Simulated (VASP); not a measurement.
# InP (I-4m2) in VASP: notebook

Runs on InP. Level: r2SCAN. Tasks: single point.

Program: VASP 6.6.1. These are calculated values, not measurements. Logs are shortened: lines on timing, memory, paths and dates and some standing lists are left out, and cuts for length are marked.

**1. The cell of the first run**

Symmetry: I-4m2, No. 119, tetragonal system. Conventional cell: a = 4.261 Å, b = 4.261 Å, c = 5.773 Å, α = 90.00°, β = 90.00°, γ = 90.00°. In (site symmetry -4m2) has 4 P at 2.57 Å within 3.4 Å. P (site symmetry -4m2) has 4 In at 2.57 Å within 3.4 Å.

**2. Single point, r2SCAN (in-plane strain +0.02, then relaxed in part)**

Contents of POSCAR:

```
InP
1.0
    3.0127415773      3.0127415773      0.0000000000
   -3.0127415773      3.0127415773      0.0000000000
    0.0000000000      3.0127415773      2.8862714721
In P
1 1
Direct
    0.0000000000      0.0000000000      0.0000000000
    0.7500000000      0.2500000000      0.5000000000
```

Contents of INCAR.step1:

```
SYSTEM = InP
PREC     = Accurate       ! precision mode
ENCUT    = 520            ! plane-wave cutoff, eV
ISMEAR   = 0              ! smearing method
SIGMA    = 0.01           ! smearing width, eV
LREAL    = .False.        ! projectors in reciprocal space
LASPH    = .True.         ! aspherical terms in the spheres
NELM     = 80             ! most SCF steps
NBANDS   = 16             ! bands
GGA      = PE             ! functional
ALGO     = Normal         ! electronic algorithm
EDIFF    = 1E-4           ! SCF threshold, eV
LWAVE    = .True.         ! write WAVECAR
LCHARG   = .False.        ! write CHGCAR
```

Contents of INCAR.step2:

```
SYSTEM = InP
PREC     = Accurate       ! precision mode
ENCUT    = 520            ! plane-wave cutoff, eV
EDIFF    = 1E-6           ! SCF threshold, eV
ISMEAR   = 0              ! smearing method
SIGMA    = 0.01           ! smearing width, eV
LREAL    = .False.        ! projectors in reciprocal space
LASPH    = .True.         ! aspherical terms in the spheres
NELM     = 80             ! most SCF steps
ALGO     = Normal         ! electronic algorithm
ISIF     = 2              ! what is computed and relaxed
LWAVE    = .False.        ! write WAVECAR
LCHARG   = .False.        ! write CHGCAR
METAGGA  = R2SCAN         ! meta-GGA
LMIXTAU  = .True.       
NBANDS   = 16             ! bands
ISTART   = 1
```

Contents of KPOINTS:

```
regular mesh
0
Gamma
  8 8 8
  0 0 0
```

Potentials or basis: VASP PAW PBE potentials, release 64 (In_d, P).

Started as:

```
cat potpaw_PBE.64/In_d/POTCAR potpaw_PBE.64/P/POTCAR > POTCAR
cp INCAR.step1 INCAR
mpirun -np 1 vasp_std > vasp.out
cp INCAR.step2 INCAR
mpirun -np 1 vasp_std > vasp.out
```

OUTCAR:

```text
SYSTEM = InP
   PREC = Accurate
   ENCUT = 520
   EDIFF = 1E-6
   ISMEAR = 0
   LREAL = .False.
   LASPH = .True.
   NELM = 80
   ISIF = 2
   METAGGA = R2SCAN
   ISTART = 1

 ion  position               nearest neighbor table
   1  0.000  0.000  0.000-   2 2.57   2 2.57   2 2.57   2 2.57
   2  0.750  0.250  0.500-   1 2.57   1 2.57   1 2.57   1 2.57

  LATTYP: Found a body centered tetragonal cell.
 ALAT       =     4.2606599985
 C/A-ratio  =     1.3548471237

  Lattice vectors:

 A1 = (   3.0127415773,   0.0000000000,  -2.8862714721)
 A2 = (  -3.0127415773,   0.0000000000,  -2.8862714721)
 A3 = (   0.0000000000,   3.0127415773,   2.8862714721)

Analysis of symmetry for initial positions (statically):
=====================================================================
 Subroutine PRICEL returns:
 Original cell was already a primitive cell.

 Routine SETGRP: Setting up the symmetry group for a
 body centered tetragonal supercell.

 Subroutine GETGRP returns: Found  8 space group operations
 (whereof  8 operations were pure point group operations)
 out of a pool of 16 trial point group operations.

The static configuration has the point symmetry D_2d.

Analysis of symmetry for dynamics (positions and initial velocities):
=====================================================================
 Subroutine PRICEL returns:
 Original cell was already a primitive cell.

 Routine SETGRP: Setting up the symmetry group for a
 body centered tetragonal supercell.

 Subroutine GETGRP returns: Found  8 space group operations
 (whereof  8 operations were pure point group operations)
 out of a pool of 16 trial point group operations.

The dynamic configuration has the point symmetry D_2d.

 Subroutine INISYM returns: Found  8 space group operations
 (whereof  8 operations are pure point group operations),
 and found     1 'primitive' translations

----------------------------------------------------------------------------------------

                                     Primitive cell

  volume of cell :      52.3951

  direct lattice vectors                    reciprocal lattice vectors
     3.012741577  3.012741577  0.000000000     0.165961795  0.165961795 -0.173233878
    -3.012741577  3.012741577  0.000000000    -0.165961795  0.165961795 -0.173233878
     0.000000000  3.012741577  2.886271472     0.000000000  0.000000000  0.346467756

  length of vectors
     4.260659999  4.260659999  4.172190650     0.291713235  0.291713235  0.346467756

  position of ions in fractional coordinates (direct lattice)
     0.000000000  0.000000000  0.000000000
     0.750000000  0.250000000  0.500000000

  ion indices of the primitive-cell ions
   primitive index   ion index
                 1           1
                 2           2

----------------------------------------------------------------------------------------

 KPOINTS: regular mesh

Automatic generation of k-mesh.
 Grid dimensions read from file:
 generate k-points for:    8    8    8

 Generating k-lattice:

  Cartesian coordinates                     Fractional coordinates (reciprocal lattice)
     0.020745224  0.020745224 -0.021654235     0.125000000  0.000000000 -0.000000000
    -0.020745224  0.020745224 -0.021654235     0.000000000  0.125000000 -0.000000000
     0.000000000  0.000000000  0.043308469     0.000000000  0.000000000  0.125000000

  Length of vectors
     0.036464154  0.036464154  0.043308469

  Shift w.r.t. Gamma in fractional coordinates (k-lattice)
     0.000000000  0.000000000  0.000000000

 Subroutine IBZKPT returns following result:
 ===========================================

 Found     59 irreducible k-points:

 Following reciprocal coordinates:
            Coordinates               Weight
  0.000000  0.000000  0.000000      1.000000
  0.125000  0.000000 -0.000000      8.000000
  0.250000  0.000000 -0.000000      8.000000
  0.375000  0.000000 -0.000000      8.000000
  0.500000  0.000000 -0.000000      4.000000
  0.125000  0.125000 -0.000000      8.000000
[... 16 lines left out ...]
  0.250000  0.000000  0.125000      4.000000
  0.375000  0.000000  0.125000      8.000000
 [... further k-points ...]
   k-points           NKPTS =     59   k-points in BZ     NKDIM =     59   number of bands    NBANDS=     16
   number of dos      NEDOS =    301   number of ions     NIONS =      2
   total plane-waves  NPLWV =  32768
   dimension x,y,z NGX =    32 NGY =   32 NGZ =   32
   dimension x,y,z NGXF=    64 NGYF=   64 NGZF=   64
   ions per type =               1   1
   NGX,Y,Z   is equivalent  to a cutoff of  12.49, 12.49, 12.75 a.u.
   NGXF,Y,Z  is equivalent  to a cutoff of  24.97, 24.97, 25.50 a.u.
 SYSTEM =  InP
   PREC   = accura    normal or accurate (medium, high low for compatibility)
   ISTART =      1    job   : 0-new  1-cont  2-samecut
   ICHARG =      0    charge: 1-file 2-atom 10-const
   ISPIN  =      1    spin polarized calculation?
   LNONCOLLINEAR =      F non collinear calculations
   LSORBIT =      F    spin-orbit coupling
   LASPH  =      T    aspherical Exc in radial PAW
   ENCUT  =  520.0 eV  38.22 Ry    6.18 a.u.   7.92  7.92  7.76*2*pi/ulx,y,z
   NELM   =     80;   NELMIN=  2; NELMDL=  0     # of ELM steps
   EDIFF  = 0.1E-05   stopping-criterion for ELM
   LREAL  =      F    real-space projection
   EDIFFG = 0.1E-04   stopping-criterion for IOM
   NSW    =      0    number of steps for IOM
   IBRION =     -1    ionic relax: 0-MD 1-quasi-New 2-CG
   NFREE  =      0    steps in history (QN), initial steepest desc. (CG)
   ISIF   =      2    stress and relaxation
   ISYM   =      2    0-nonsym 1-usesym 2-fastsym
   POTIM  = 0.5000    time-step for ionic-motion
   TEBEG  =    0.0;   TEEND  =   0.0 temperature during run
   PSTRESS=    0.0 pullay stress
   NELECT =      18.0000    total number of electrons
   NUPDOWN=      -1.0000    fix difference up-down
   EMIN   =  10.00;   EMAX   =-10.00  energy-range for DOS
   EFERMI =   0.00;   METHOD = LEGACY
   ISMEAR =     0;   SIGMA  =   0.01  broadening in eV -4-tet -1-fermi 0-gaus
   EFERMI_NEDOS =   21; number of points for ismear=-14 and -15
   IALGO  =     38    algorithm
   IMIX   =      4    mixing-type and parameters
     AMIX     =   0.40;   BMIX     =  1.00
     AMIX_MAG =   1.60;   BMIX_MAG =  1.00
  volume/ion in A,a.u.               =      26.20       176.79
  Fermi-wavevector in a.u.,A,eV,Ry     =   1.146574  2.166710 17.886648  1.314632
  Thomas-Fermi vector in A             =   2.283258
   LORBIT       =      0    0 simple, 1 ext, 2 COOP (PROOUT), +10 PAW based schemes
   METAGGA = R2SCAN    functional components
   LHFCALC =     F    Hartree Fock is set to
   AEXX    =    0.0000 exact exchange contribution
   IVDW    =     0    specifies the selected vdW correction
   LEPSILON=     F    determine dielectric tensor
   LRPA    =     F    only Hartree local field effects (RPA)
 non-spin polarized calculation
 Gauss-broadening in eV      SIGMA  =   0.01
  energy-cutoff  :      520.00
  volume of cell :       52.40
 maximum number of plane-waves:      1428
   NGX = 15   NGY = 15   NGZ = 15

 number of electron      18.0000005 magnetization

 Free energy of the ion-electron system (eV)
  ---------------------------------------------------
  ext. energy  EPLUGINS =         0.00000000
  ---------------------------------------------------
  free energy    TOTEN  =       -32.28543242 eV

  energy without entropy =      -32.28543242  energy(sigma->0) =      -32.28543242

 E-fermi :   4.8366     XC(G=0):  -9.6957

 val. band max:        4.7071448402   @ k =   0.0000   0.0000   0.0000
 cond. band min:       5.5045560761   @ k =   0.0000   0.0000   0.0000
 fundamental gap:      0.7974112360
 Fermi energy:         4.8365867377

 k-point     1 :       0.0000    0.0000    0.0000
  band No.  band energies     occupation
      1     -10.0113      2.00000
      2     -10.0113      2.00000
      3      -9.9938      2.00000
      4      -9.8530      2.00000
      5      -9.8444      2.00000
      6      -7.1396      2.00000
[... 8 lines left out ...]
     15      14.1103      0.00000
     16      14.7245      0.00000

 k-point     2 :       0.1250    0.0000   -0.0000
  band No.  band energies     occupation
      1     -10.0252      2.00000
      2     -10.0041      2.00000
      3      -9.9913      2.00000
      4      -9.8533      2.00000
      5      -9.8435      2.00000
      6      -6.9632      2.00000
[... 8 lines left out ...]
     15      13.9154      0.00000
     16      14.3807      0.00000

 k-point     3 :       0.2500    0.0000   -0.0000
  band No.  band energies     occupation
      1     -10.0654      2.00000
      2      -9.9886      2.00000
      3      -9.9778      2.00000
      4      -9.8526      2.00000
      5      -9.8394      2.00000
      6      -6.4732      2.00000
[... 8 lines left out ...]
     15      13.5739      0.00000
     16      14.2603      0.00000

 k-point     4 :       0.3750    0.0000   -0.0000
  band No.  band energies     occupation
      1     -10.1042      2.00000
      2      -9.9764      2.00000
      3      -9.9659      2.00000
      4      -9.8489      2.00000
      5      -9.8317      2.00000
      6      -5.8277      2.00000
[... 8 lines left out ...]
     15      14.5693      0.00000
     16      14.6222      0.00000
[... 324 lines left out ...]
 k-point    22 :       0.0000    0.0000    0.1250
  band No.  band energies     occupation
      1     -10.0275      2.00000
      2      -9.9970      2.00000
      3      -9.9970      2.00000
      4      -9.8595      2.00000
      5      -9.8388      2.00000
      6      -6.8930      2.00000
[... 8 lines left out ...]
     15      14.2821      0.00000
     16      14.8206      0.00000

 k-point    23 :       0.2500    0.0000    0.1250
  band No.  band energies     occupation
      1     -10.0536      2.00000
      2      -9.9959      2.00000
      3      -9.9748      2.00000
      4      -9.8493      2.00000
      5      -9.8463      2.00000
      6      -6.6921      2.00000
[... 8 lines left out ...]
     15      13.7696      0.00000
     16      15.3925      0.00000

 k-point    24 :       0.3750    0.0000    0.1250
  band No.  band energies     occupation
      1     -10.0895      2.00000
      2      -9.9792      2.00000
      3      -9.9640      2.00000
      4      -9.8477      2.00000
      5      -9.8433      2.00000
      6      -6.1435      2.00000
[... 8 lines left out ...]
     15      14.5453      0.00000
     16      15.6439      0.00000

 [... further k-points ...]
[... 5 lines left out ...]
  --------------------------------------------------------------------------------------
  -------------------------------------------------------------------------------------
  Total       -0.6011840     -0.6011840     -0.0165029      0.0000000      0.0000000      0.0000000
  in kB      -18.3834504    -18.3834504     -0.5046374      0.0000000      0.0000000      0.0000000
  external PRESSURE =     -12.4238461 kB  Pullay stress =       0.0000000 kB

 VOLUME and BASIS-vectors are now :
 -----------------------------------------------------------------------------
  energy-cutoff  :      520.00
  volume of cell :       52.40
      direct lattice vectors                 reciprocal lattice vectors
     3.012741577  3.012741577  0.000000000     0.165961795  0.165961795 -0.173233878
    -3.012741577  3.012741577  0.000000000    -0.165961795  0.165961795 -0.173233878
     0.000000000  3.012741577  2.886271472     0.000000000  0.000000000  0.346467756

 POSITION                                       TOTAL-FORCE (eV/Angst)
 -----------------------------------------------------------------------------------
      0.00000      0.00000      0.00000         0.000000      0.000000      0.000000
      1.50637      4.51911      1.44314        -0.000000     -0.000000      0.000000
 -----------------------------------------------------------------------------------
    total drift:                               -0.000005     -0.000000      0.000000

  FREE ENERGIE OF THE ION-ELECTRON SYSTEM (eV)
  ---------------------------------------------------
  free  energy   TOTEN  =       -32.2854324226 eV

  energy  without entropy=      -32.2854324226  energy(sigma->0) =      -32.28543242
```

Run time: 3 min. Hardware: 1 thread of Intel Xeon Platinum 8259CL at 2.50GHz (Skylake/Cascade Lake), shared host; peak memory 0.2 GiB.

Results:

```
Free energy            : -32.2854 eV
Pressure               : -1.2 GPa
Band gap on the k mesh : 0.80 eV, direct
```

Stress tensor (GPa, compression positive):
```
-1.84  0.00  0.00
 0.00 -1.84  0.00
 0.00  0.00 -0.05
```

Levels at points of the mesh, in eV from the valence-band top:
```
           k point  band 5  band 6  band 7  band 8  band 9  band 10  band 11  band 12  band 13  band 14
(0.00, 0.00, 0.00)  -14.55  -11.85   -0.19   -0.19    0.00     0.80     4.27     4.35     4.35     8.77
(0.50, 0.00, 0.00)  -14.53  -10.18   -5.79   -1.21   -0.94     1.60     4.89     5.21     7.34     9.73
(0.50, 0.50, 0.00)  -14.53   -9.59   -5.91   -2.32   -2.30     2.03     2.55     9.33     9.71     9.95
(0.00, 0.00, 0.50)  -14.51   -9.45   -5.65   -2.56   -2.56     1.80     2.15     9.76     9.88     9.88
```

Caveat: the cell differs from its parent crystal (in-plane strain +0.02, then relaxed in part); the PAW data sets were made with another functional, which shifts forces and pressure a little; spin-orbit coupling is left out, which moves the levels of the heavy elements.

**3. Single point, r2SCAN (in-plane strain +0.02)**

Changes to POSCAR since step 2:

```diff
@@ -4,3 +4,3 @@
    -3.0127415773      3.0127415773      0.0000000000
-    0.0000000000      3.0127415773      2.8862714721
+    0.0000000000      3.0127415773      2.9182241945
 In P
```

Contents of INCAR.step1:

```
SYSTEM = InP
PREC = Accurate ; ENCUT = 520
ISMEAR = 0 ; SIGMA = 0.01
LREAL = .FALSE. ; LASPH = .TRUE.
NELM = 100 ; NBANDS = 16
GGA = PE ; ALGO = Normal
EDIFF = 1E-4 ; LWAVE = .TRUE.
LCHARG = .FALSE.
```

Contents of INCAR.step2:

```
SYSTEM = InP
PREC = Accurate ; ENCUT = 520
EDIFF = 1E-7 ; ISMEAR = 0
SIGMA = 0.01 ; LREAL = .FALSE.
LASPH = .TRUE. ; NELM = 100
ALGO = Normal ; ISIF = 2
LWAVE = .FALSE. ; LCHARG = .TRUE.
METAGGA = R2SCAN ; LMIXTAU = .TRUE.
LELF = .TRUE. ; LVHAR = .TRUE.
NBANDS = 16 ; ISTART = 1
```

Contents of KPOINTS:

```
regular mesh
0
G
  8 8 8
  0 0 0
```

Potentials or basis: VASP PAW PBE potentials, release 64 (In_d, P).

Started as:

```
cat potpaw_PBE.64/In_d/POTCAR potpaw_PBE.64/P/POTCAR > POTCAR
cp INCAR.step1 INCAR
mpirun -np 1 vasp_std > vasp.out
cp INCAR.step2 INCAR
mpirun -np 1 vasp_std > vasp.out
```

Wall time 4 min (1 thread of Intel Xeon Platinum 8259CL at 2.50GHz (Skylake/Cascade Lake), shared host); peak memory 0.2 GiB.

It converged, with:

```
Free energy            : -32.2837 eV
Pressure               : -1.9 GPa
Band gap on the k mesh : 0.77 eV, direct
```

Stress tensor (GPa, compression positive):
```
-2.36  0.00  0.00
 0.00 -2.36  0.00
 0.00  0.00 -1.00
```

Levels at points of the mesh, in eV from the valence-band top:
| k point | band 6 | band 7 | band 8 | band 9 | band 10 | band 11 | band 12 | band 13 |
| --- | --- | --- | --- | --- | --- | --- | --- | --- |
| (0.00, 0.00, 0.00) | -11.74 | -0.14 | -0.14 | 0.00 | 0.77 | 4.31 | 4.37 | 4.37 |
| (0.50, 0.00, 0.00) | -10.11 | -5.70 | -1.13 | -0.93 | 1.62 | 4.95 | 5.18 | 7.34 |
| (0.50, 0.50, 0.00) | -9.53 | -5.81 | -2.28 | -2.26 | 2.05 | 2.54 | 9.33 | 9.73 |
| (0.00, 0.00, 0.50) | -9.42 | -5.62 | -2.45 | -2.45 | 1.88 | 2.25 | 9.65 | 9.84 |

Caveat: the cell differs from its parent crystal (in-plane strain +0.02); the PAW data sets were made with another functional, which shifts forces and pressure a little; spin-orbit coupling is left out, which moves the levels of the heavy elements.
